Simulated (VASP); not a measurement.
Write the native input for VASP 6.6.1 that does the following.

- Task: relaxation of cell and atoms
- Functional: PBE
- Potentials or basis: VASP PAW PBE potentials, release 64 (Te, Mo_sv)
- Cutoff: 600 eV
- k mesh: 3 × 3 × 3
- Occupations: gaussian, width 0.1 eV
- Spin: no spin polarisation
- Dipole correction: no
- Further INCAR settings: ALGO = Normal; EDIFF = 1e-06; IBRION = 2; EDIFFG = -0.04; NSW = 90; ISIF = 3

The structure of Te2Mo lies in POSCAR:

```
Te2Mo
1.0
    3.3748007500      1.9484421200      4.6724267300
   -3.3748007500      1.9484421200      4.6724267300
    0.0000000000     -3.8968842400      4.6724267300
Te Mo
4 2
Direct
    0.0000000000      0.0000000000      0.5000000000
    0.5000000000      0.0000000000      0.0000000000
    0.0000000000      0.5000000000      0.0000000000
    0.5000000000      0.5000000000      0.5000000000
    0.9014204800      0.9014204800      0.9014204800
    0.0985795200      0.0985795200      0.0985795200
```

These files were run (other wordings do the same):

INCAR

```
SYSTEM = Te2Mo
PREC = Accurate
ENCUT = 600
EDIFF = 1E-6
ISMEAR = 0
SIGMA = 0.1
LREAL = .FALSE.
LASPH = .TRUE.
NELM = 100
ALGO = Normal
ISIF = 3
LWAVE = .FALSE.
LCHARG = .FALSE.
GGA = PE
IBRION = 2
NSW = 90
EDIFFG = -0.04
```

KPOINTS

```
Automatic mesh
0
G
  3 3 3
  0 0 0
```

Potentials or basis: VASP PAW PBE potentials, release 64 (Te, Mo_sv).

Command:

```bash
$ cat potpaw_PBE.64/Te/POTCAR potpaw_PBE.64/Mo_sv/POTCAR > POTCAR
$ mpirun -np 1 vasp_std > vasp.out
```

It gave:

* Relaxed volume: 31.61 Å³/atom
* Relaxed cell: a = 5.872 Å, b = 5.872 Å, c = 5.872 Å, α = 100.99°, β = 100.99°, γ = 100.99°
* Space group after relaxing (to 0.05 Å): R-3m (No. 166)
* Energy gained by relaxing: 1766.7 meV/atom
* Ionic steps: 28
* Pressure after relaxing: 0.0 GPa
* Band gap on the k mesh: zero (band 26 reaches 5.88 eV, above the bottom of band 27 at 5.48 eV)

Caveat: the k points lie up to 0.37 Å⁻¹ apart in the final cell; spin-orbit coupling is left out, which moves the levels of the heavy elements.

It took 23 min on 1 thread of Intel(R) Xeon(R) Platinum 8259CL CPU @ 2.50GHz (Skylake/Cascade Lake) (shared host), peak memory 0.38 GiB.
